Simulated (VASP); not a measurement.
Write the native input for VASP 6.6.1 that does the following.

```yaml
Task: relaxation of cell and atoms
Functional: PBE
Potentials_or_basis: VASP PAW PBE potentials, release 64 (Ge_d, F)
Cutoff: 600 eV
k_mesh: 8 × 8 × 8
Occupations: gaussian, width 0.1 eV
Spin: no spin polarisation
Dipole_correction: no
Further_INCAR_settings: ALGO = Normal; EDIFF = 1e-07; IBRION = 2; EDIFFG = -0.01; NSW = 100; ISIF = 3
```

The structure of Ge2F3 lies in POSCAR:

```
Ge2F3
1.0
    4.4032028236      0.0000000000      0.0000000000
    0.0000000000      4.4032028236      0.0000000000
    0.0000000000      0.0000000000      4.4032028236
Ge F
2 3
Direct
    0.0000000000      0.0000000000      0.0000000000
    0.5000000000      0.5000000000      0.5000000000
    0.0000000000      0.5000000000      0.5000000000
    0.5000000000      0.0000000000      0.5000000000
    0.5000000000      0.5000000000      0.0000000000
```

The input as run:

INCAR

```
SYSTEM = Ge2F3
PREC = Accurate
ENCUT = 600
EDIFF = 1E-7
ISMEAR = 0
SIGMA = 0.1
LREAL = .FALSE.
LASPH = .TRUE.
NELM = 120
ALGO = Normal
ISIF = 3
LWAVE = .FALSE.
LCHARG = .FALSE.
GGA = PE
IBRION = 2
NSW = 100
EDIFFG = -0.01
GGA_COMPAT = .FALSE.
NELMIN = 4
```

KPOINTS

```
regular mesh
0
G
  8 8 8
  0 0 0
```

Potentials or basis: VASP PAW PBE potentials, release 64 (Ge_d, F).

Run with:

```console
$ cat potpaw_PBE.64/Ge_d/POTCAR potpaw_PBE.64/F/POTCAR > POTCAR
$ mpirun -np 1 vasp_std > vasp.out
```

It gave:

```
Relaxed volume                         : 17.04 Å³/atom
Relaxed cell                           : a = 4.400 Å, b = 4.400 Å, c = 4.400 Å, α = 90.00°, β = 90.00°, γ = 90.00°
Space group after relaxing (to 0.05 Å) : Pm-3m (No. 221)
Energy gained by relaxing              : 0.0 meV/atom
Ionic steps                            : 2
Pressure after relaxing                : 0.0 GPa
```

Caveat: an odd number of electrons without spin polarisation forces a metal; a magnetic or distorted state may lie lower.

Wall time 110 s on 1 thread of Intel(R) Xeon(R) Platinum 8559C (Emerald Rapids) (shared host), peak memory 0.25 GiB.
